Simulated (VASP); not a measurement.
# SiS2 (Ibam) in VASP: a series of runs, part 2 of 2

VASP 6.6.1.

### 3 Single point, PBE

This run uses another cell than the first one, of 26.11 Å³/atom.

Input file INCAR:

```
SYSTEM = SiS2
PREC     = Accurate       ! precision mode
ENCUT    = 520            ! plane-wave cutoff, eV
EDIFF    = 1E-6           ! SCF threshold, eV
ISMEAR   = 0              ! smearing method
SIGMA    = 0.1            ! smearing width, eV
LREAL    = .False.        ! projectors in reciprocal space
LASPH    = .True.         ! aspherical terms in the spheres
NELM     = 100            ! most SCF steps
ALGO     = Normal         ! electronic algorithm
ISIF     = 2              ! what is computed and relaxed
LWAVE    = .False.        ! write WAVECAR
LCHARG   = .False.        ! write CHGCAR
GGA      = PE             ! functional
NBANDS   = 25             ! bands
```

Input file KPOINTS:

```
Automatic mesh
0
Gamma
  4 4 4
  0 0 0
```

Input file POSCAR:

```
SiS2
1.0
   -2.8746902717      4.9104522643      2.7743526901
    2.8746902717     -4.9104522643      2.7743526901
    2.8746902717      4.9104522643     -2.7743526901
Si S
2 4
Direct
    0.7500000000      0.7500000000      0.0000000000
    0.2500000000      0.2500000000      0.0000000000
    0.8847451400      0.7985647100      0.6833098500
    0.1152548700      0.2014352900      0.3166901500
    0.6152548700      0.2985647100      0.9138195800
    0.3847451300      0.7014352900      0.0861804200
```

Potentials or basis: VASP PAW PBE potentials, release 64 (Si, S).

Launch:

```console
$ cat potpaw_PBE.64/Si/POTCAR potpaw_PBE.64/S/POTCAR > POTCAR
$ mpirun -np 1 vasp_std > vasp.out
```

OUTCAR:

```text
SYSTEM = SiS2
   PREC = Accurate
   ENCUT = 520
   EDIFF = 1E-6
   ISMEAR = 0
   LREAL = .False.
   LASPH = .True.
   NELM = 100
   ISIF = 2
   GGA = PE

 ion  position               nearest neighbor table
   1  0.750  0.750  0.000-   3 2.13   4 2.13   5 2.13   6 2.13   2 2.77   2 2.77
   2  0.250  0.250  0.000-   4 2.13   3 2.13   6 2.13   5 2.13   1 2.77   1 2.77
   3  0.885  0.799  0.683-   1 2.13   2 2.13
   4  0.115  0.201  0.317-   2 2.13   1 2.13
   5  0.615  0.299  0.914-   1 2.13   2 2.13
   6  0.385  0.701  0.086-   2 2.13   1 2.13

[... 704 lines left out ...]
  -------------------------------------------------------------------------------------
  Total        1.6642145      1.7114319      1.7546328      0.0000000      0.0000000      0.0000000
  in kB       17.0210233     17.5039469     17.9457908      0.0000000      0.0000000      0.0000000
  external PRESSURE =      17.4902537 kB  Pullay stress =       0.0000000 kB

 VOLUME and BASIS-vectors are now :
 -----------------------------------------------------------------------------
  energy-cutoff  :      520.00
  volume of cell :      156.65
      direct lattice vectors                 reciprocal lattice vectors
    -2.874690272  4.910452264  2.774352690     0.000000000  0.101823615  0.180222220
     2.874690272 -4.910452264  2.774352690     0.173931781  0.000000000  0.180222220
     2.874690272  4.910452264 -2.774352690     0.173931781  0.101823615  0.000000000

 POSITION                                       TOTAL-FORCE (eV/Angst)
 -----------------------------------------------------------------------------------
      0.00000      0.00000      4.16153        -0.000000     -0.000000     -0.000000
      0.00000      0.00000      1.38718        -0.000000     -0.000000     -0.000000
      1.71656      3.77855      2.77435        -0.202498     -0.193460      0.000000
      1.15813      1.13191      0.00000         0.202498      0.193460     -0.000000
      1.71656      6.04236      0.00000        -0.202498      0.193460     -0.000000
      1.15813     -1.13191      2.77435         0.202498     -0.193460     -0.000000
 -----------------------------------------------------------------------------------
    total drift:                                0.000021     -0.000031     -0.000016

  FREE ENERGIE OF THE ION-ELECTRON SYSTEM (eV)
  ---------------------------------------------------
  free  energy   TOTEN  =       -31.3682294925 eV

  energy  without entropy=      -31.3682294925  energy(sigma->0) =      -31.36822949
```

OSZICAR:

```text
N       E                     dE             d eps       ncg     rms          rms(c)
DAV:   1     0.156842002350E+03    0.15684E+03   -0.12805E+04   900   0.107E+03
DAV:   2    -0.188760565458E+02   -0.17572E+03   -0.16584E+03  1244   0.183E+02
DAV:   3    -0.321305974063E+02   -0.13255E+02   -0.13148E+02  1211   0.547E+01
DAV:   4    -0.323797879016E+02   -0.24919E+00   -0.24884E+00  1136   0.911E+00
DAV:   5    -0.323870655536E+02   -0.72777E-02   -0.72742E-02  1222   0.154E+00    0.183E+01
DAV:   6    -0.314959735163E+02    0.89109E+00   -0.13266E+00  1053   0.481E+00    0.106E+01
DAV:   7    -0.313713214682E+02    0.12465E+00   -0.10837E+00  1077   0.438E+00    0.310E+00
DAV:   8    -0.313685682258E+02    0.27532E-02   -0.11349E-01  1101   0.164E+00    0.855E-01
DAV:   9    -0.313680449109E+02    0.52331E-03   -0.47476E-03  1168   0.356E-01    0.488E-01
DAV:  10    -0.313682288307E+02   -0.18392E-03   -0.18960E-03  1109   0.214E-01    0.105E-01
DAV:  11    -0.313682081353E+02    0.20695E-04   -0.12547E-04  1168   0.631E-02    0.621E-02
DAV:  12    -0.313682142211E+02   -0.60858E-05   -0.16614E-05  1159   0.204E-02    0.161E-02
DAV:  13    -0.313682293615E+02   -0.15140E-04   -0.14666E-05  1006   0.213E-02    0.271E-02
DAV:  14    -0.313682294925E+02   -0.13100E-06   -0.13266E-06   951   0.658E-03
   1 F= -.31368229E+02 E0= -.31368229E+02  d E =-.570281E-11
```

Wall time 93 s (1 thread of AMD EPYC 7R13 (Zen 3), shared host); peak memory 0.29 GiB.

What came out:

```yaml
Free_energy: -31.3682 eV
Pressure: 1.7 GPa
Largest_force: 0.280 eV/Å
Band_gap_on_the_k_mesh: 3.00 eV (least direct gap 3.19 eV)
```

Forces in eV/Å, atoms in the order of the input:
```
Si   0.000  0.000  0.000
Si   0.000  0.000  0.000
S   -0.202 -0.193  0.000
S    0.202  0.193  0.000
S   -0.202  0.193  0.000
S    0.202 -0.193  0.000
```

A k mesh can miss the band edges.

### 4 Relaxation of cell and atoms, PBE, target pressure 20 GPa, at which the enthalpy is minimised

This run uses another cell than the first one, of 17.31 Å³/atom.

Input file INCAR:

```
SYSTEM = SiS2
PREC = Accurate
ENCUT = 500
EDIFF = 1E-7
ISMEAR = 0
SIGMA = 0.02
LREAL = .FALSE.
LASPH = .TRUE.
NELM = 120
ALGO = Normal
ISIF = 3
LWAVE = .FALSE.
LCHARG = .FALSE.
GGA = PE
IBRION = 2
NSW = 70
EDIFFG = -0.008
PSTRESS = 200.0
GGA_COMPAT = .FALSE.
NELMIN = 4
```

Input file KPOINTS:

```
regular mesh
0
G
  8 8 8
  0 0 0
```

Input file POSCAR:

```
SiS2
1.0
   -2.5200312359      3.9360957542      2.6178469565
    2.5200312359     -3.9360957542      2.6178469565
    2.5200312359      3.9360957542     -2.6178469565
Si S
2 4
Direct
    0.7500000000      0.7500000000      0.0000000000
    0.2500000000      0.2500000000      0.0000000000
    0.8686276411      0.7596535900      0.6282812311
    0.1313723589      0.2403464100      0.3717187689
    0.6313723589      0.2596535900      0.8910259489
    0.3686276411      0.7403464100      0.1089740511
```

Launch:

```console
$ cat potpaw_PBE.64/Si/POTCAR potpaw_PBE.64/S/POTCAR > POTCAR
$ mpirun -np 1 vasp_std > vasp.out
```

Run time: 18 min. Hardware: 1 thread of Intel Xeon 6975P-C (Granite Rapids), shared host; peak memory 0.34 GiB.

The run converged. Its results:

```yaml
Free_energy: -29.0503 eV
Relaxed_volume: 16.41 Å³/atom
Relaxed_cell: a = 5.196 Å, b = 5.196 Å, c = 5.196 Å, α = 121.73°, β = 89.24°, γ = 119.16°
Space_group_after_relaxing_to_0.1_Å: Ibam (No. 72)
Energy_change_on_relaxing_the_run_minimises_the_enthalpy: +75.6 meV/atom
Ionic_steps: 25
Pressure_after_relaxing: 20.0 GPa
Largest_force_after_relaxing: 0.003 eV/Å
Band_gap_on_the_k_mesh: 1.48 eV
```

Forces on the atoms (eV/Å):
```
Si   0.000  0.000  0.000
Si   0.000  0.000  0.000
S   -0.003 -0.002  0.000
S    0.003  0.002  0.000
S   -0.003  0.002  0.000
S    0.003 -0.002  0.000
```

Step by step:
| step | energy change (eV) | largest force (eV/Å) | pressure (GPa) | volume (Å³) |
| --- | --- | --- | --- | --- |
| 1 | 0.0000 | 1.2841 | 20.91 | 103.87 |
| 2 | -0.2480 | 0.4907 | 12.38 | 105.34 |
| 3 | -0.2144 | 0.1485 | 15.45 | 104.76 |
| 4 | 0.3912 | 0.0892 | 19.88 | 99.06 |
| 5 | 0.4373 | 0.0910 | 20.22 | 98.69 |
| 6 | 0.4328 | 0.0921 | 19.81 | 98.71 |
| 7 | 0.4304 | 0.1395 | 19.43 | 98.72 |
| 8 | 0.4509 | 0.1130 | 19.67 | 98.54 |
| 9 | 0.4902 | 0.0664 | 20.12 | 98.22 |
| 10 | 0.5044 | 0.0514 | 20.28 | 98.11 |
| 11 | 0.4946 | 0.0500 | 20.20 | 98.18 |
| 12 | 0.4662 | 0.0544 | 19.98 | 98.40 |
| 13 | 0.4529 | 0.0604 | 19.87 | 98.50 |
| 14 | 0.4579 | 0.0428 | 20.10 | 98.46 |
| 15 | 0.4608 | 0.0519 | 20.22 | 98.43 |
| 16 | 0.4489 | 0.0463 | 20.10 | 98.53 |
| 17 | 0.4142 | 0.0300 | 19.73 | 98.80 |
| 18 | 0.4191 | 0.0315 | 19.81 | 98.76 |
| 19 | 0.4311 | 0.0475 | 19.98 | 98.66 |
| 20 | 0.4339 | 0.0183 | 19.90 | 98.64 |
| 21 | 0.4372 | 0.0131 | 19.81 | 98.61 |
| 22 | 0.4359 | 0.0026 | 19.84 | 98.62 |
| 23 | 0.4556 | 0.0099 | 20.06 | 98.46 |
| 24 | 0.4514 | 0.0076 | 20.01 | 98.49 |
| 25 | 0.4537 | 0.0031 | 20.01 | 98.48 |

Final structure:
```xyz
6
Lattice="-2.5298 3.6986 2.6311 2.5298 -3.6986 2.6311 2.5298 3.6986 -2.6311" Properties=species:S:1:pos:R:3 pbc="T T T"
Si    0.0000    0.0000    3.9467
Si    0.0000    0.0000    1.3156
S     1.2490    2.6901    2.6311
S     1.2808    1.0086    0.0000
S     1.2490    4.7072    0.0000
S     1.2808   -1.0086    2.6311
```

Levels at points of the mesh, in eV from the valence-band top:
| k point | band 12 | band 13 | band 14 | band 15 | band 16 | band 17 | band 18 | band 19 | band 20 |
| --- | --- | --- | --- | --- | --- | --- | --- | --- | --- |
| (0.00, 0.00, 0.00) | -3.09 | -2.85 | -1.40 | -0.28 | 0.00 | 1.48 | 1.76 | 4.65 | 6.67 |
| (0.50, 0.00, 0.00) | -3.08 | -2.15 | -2.15 | -1.16 | -1.16 | 3.26 | 3.26 | 4.98 | 4.98 |
| (0.00, 0.50, 0.00) | -3.34 | -1.82 | -1.82 | -0.51 | -0.51 | 2.54 | 2.54 | 3.14 | 3.14 |
| (0.50, 0.50, 0.00) | -2.53 | -1.97 | -1.59 | -1.30 | -0.43 | 3.89 | 4.13 | 4.21 | 4.89 |
| (0.50, 0.50, 0.50) | -2.93 | -2.73 | -1.72 | -1.56 | -0.89 | 1.94 | 2.80 | 2.91 | 3.89 |

Caveat: the cell is relaxed towards a set pressure, so the run minimises the enthalpy, not the energy. A k mesh can miss the band edges.

### 5 Relaxation of cell and atoms, PBE, target pressure 10 GPa, at which the enthalpy is minimised

This run uses another cell than the first one, of 19.40 Å³/atom.

Input file INCAR:

```
ALGO = Normal ; EDIFF = 1E-7
EDIFFG = -0.008 ; ENCUT = 500
GGA = PE ; GGA_COMPAT = F
IBRION = 2 ; ISIF = 3
ISMEAR = 0 ; LASPH = T
LCHARG = F ; LREAL = F
LWAVE = F ; NELM = 120
NELMIN = 4 ; NSW = 70
PREC = Accurate ; PSTRESS = 100.0
SIGMA = 0.02
```

Input file KPOINTS:

```
k-points
0
Gamma
  8 8 8
```

Input file POSCAR:

```
SiS2
1.0
   -2.5439194420      4.3109162628      2.6537014527
    2.5439194420     -4.3109162628      2.6537014527
    2.5439194420      4.3109162628     -2.6537014527
Si S
2 4
Direct
    0.7500000000      0.7500000000      0.0000000000
    0.2500000000      0.2500000000      0.0000000000
    0.8742140659      0.7702847060      0.6444987720
    0.1257859341      0.2297152940      0.3555012280
    0.6257859341      0.2702847060      0.8960706401
    0.3742140659      0.7297152940      0.1039293599
```

Launch:

```console
$ cat potpaw_PBE.64/Si/POTCAR potpaw_PBE.64/S/POTCAR > POTCAR
$ mpirun -np 1 vasp_std > vasp.out
```

Wall time 29 min (1 thread of Intel Xeon 6975P-C (Granite Rapids), shared host); peak memory 0.39 GiB.

The run converged. Its results:

```
Free energy                                                : -30.3050 eV
Relaxed volume                                             : 18.73 Å³/atom
Relaxed cell                                               : a = 5.507 Å, b = 5.507 Å, c = 5.507 Å, α = 124.16°, β = 85.02°, γ = 121.68°
Space group after relaxing (to 0.1 Å)                      : Ibam (No. 72)
Energy change on relaxing (the run minimises the enthalpy) : +13.2 meV/atom
Ionic steps                                                : 30
Pressure after relaxing                                    : 10.0 GPa
Band gap on the k mesh                                     : 2.19 eV (least direct gap 2.51 eV)
```

Forces on the atoms (eV/Å):
```
Si   0.000  0.000  0.000
Si   0.000  0.000  0.000
S   -0.003 -0.001  0.000
S    0.003  0.001  0.000
S   -0.003  0.001  0.000
S    0.003 -0.001  0.000
```

The path:
```csv
step,energy change (eV),largest force (eV/Å),pressure (GPa),volume (Å³)
1,0.0000,1.3053,13.56,116.41
2,-0.3427,1.0463,1.49,123.82
3,-0.2728,0.2648,8.23,119.24
4,-0.1617,0.1790,8.85,116.80
5,0.0683,0.0655,10.18,112.64
6,0.0542,0.0844,9.64,112.85
7,0.0561,0.0742,9.72,112.82
8,0.0626,0.0601,9.79,112.71
9,0.0834,0.0255,10.02,112.35
10,0.0886,0.0228,10.07,112.27
11,0.0842,0.0221,10.04,112.34
12,0.0713,0.0228,9.96,112.54
13,0.0462,0.0329,9.80,112.94
14,0.0594,0.0265,9.88,112.73
15,0.0612,0.0269,9.96,112.70
16,0.0638,0.0413,10.07,112.65
17,0.0695,0.0841,10.29,112.56
18,0.0656,0.0541,10.14,112.62
19,0.0647,0.0529,10.12,112.64
20,0.0621,0.0493,10.08,112.67
21,0.0572,0.0429,9.99,112.74
22,0.0485,0.0316,9.82,112.88
23,0.0520,0.0306,9.85,112.82
24,0.0632,0.0284,9.93,112.63
25,0.0685,0.0278,9.97,112.55
26,0.0692,0.0154,9.94,112.53
27,0.0708,0.0091,9.89,112.51
28,0.0820,0.0062,10.05,112.33
29,0.0782,0.0011,10.00,112.39
30,0.0794,0.0029,10.01,112.37
```

Final structure:
```yaml
crystal:
  lattice:
    - [-2.57882, 4.05968, 2.68332]
    - [2.57882, -4.05968, 2.68332]
    - [2.57882, 4.05968, -2.68332]
  atoms:
    - { symbol: Si, position: [0.75000, 0.75000, 0.00000] }
    - { symbol: Si, position: [0.25000, 0.25000, 0.00000] }
    - { symbol: S, position: [0.86875, 0.75968, 0.62843] }
    - { symbol: S, position: [0.13125, 0.24032, 0.37157] }
    - { symbol: S, position: [0.63125, 0.25968, 0.89093] }
    - { symbol: S, position: [0.36875, 0.74032, 0.10907] }
```

Levels at points of the mesh, in eV from the valence-band top:
```csv
k point,band 13,band 14,band 15,band 16,band 17,band 18,band 19,band 20
"(0.00, 0.00, 0.00)",-1.72,-1.38,-0.35,-0.20,2.32,2.90,4.45,6.56
"(0.50, 0.00, 0.00)",-1.66,-1.66,-0.84,-0.84,3.52,3.52,5.10,5.10
"(0.00, 0.50, 0.00)",-1.39,-1.39,-0.37,-0.37,3.02,3.02,4.05,4.05
"(0.50, 0.50, 0.00)",-1.99,-1.13,-1.12,-0.16,4.03,4.56,4.64,4.78
"(0.50, 0.50, 0.50)",-2.36,-1.77,-1.65,-0.57,2.19,3.14,3.36,5.06
```

Caveat: the cell is relaxed towards a set pressure, so the run minimises the enthalpy, not the energy. A k mesh can miss the band edges.

### 6 Summary

```tsv
task	cell	k mesh	cutoff (eV)	smearing	gap on the mesh (eV)	pressure (GPa)	largest force (eV/Å)
single point	a = 6.978 Å, angles 125.7, 74.8, 132.8°, 6 atoms, atomic positions A	6 × 6 × 6	520	gaussian 0.02 eV	3.11	-0.2	0.05
single point	a = 6.330 Å, angles 126.0, 78.3, 128.0°, 6 atoms, atomic positions B	4 × 4 × 4	520	gaussian 0.1 eV	3.00	1.7	0.28
relaxation of cell and atoms	relaxed to 20 GPa from a = 5.357 Å, angles 123.9, 85.4, 121.5°, 6 atoms, atomic positions C	8 × 8 × 8	500	gaussian 0.02 eV	1.48	20.0	-
relaxation of cell and atoms	relaxed to 10 GPa from a = 5.665 Å, angles 126.6, 80.9, 124.1°, 6 atoms, atomic positions D	8 × 8 × 8	500	gaussian 0.02 eV	2.19	10.0	-
```

Alike in all rows: level PBE; potentials or basis VASP PAW PBE potentials, release 64 (Si, S); no spin polarisation.

Caveats: the cell is relaxed towards a set pressure, so the run minimises the enthalpy, not the energy (at least some runs).

Total energies depend on the potentials used, so only differences within one code and one set of settings carry meaning.
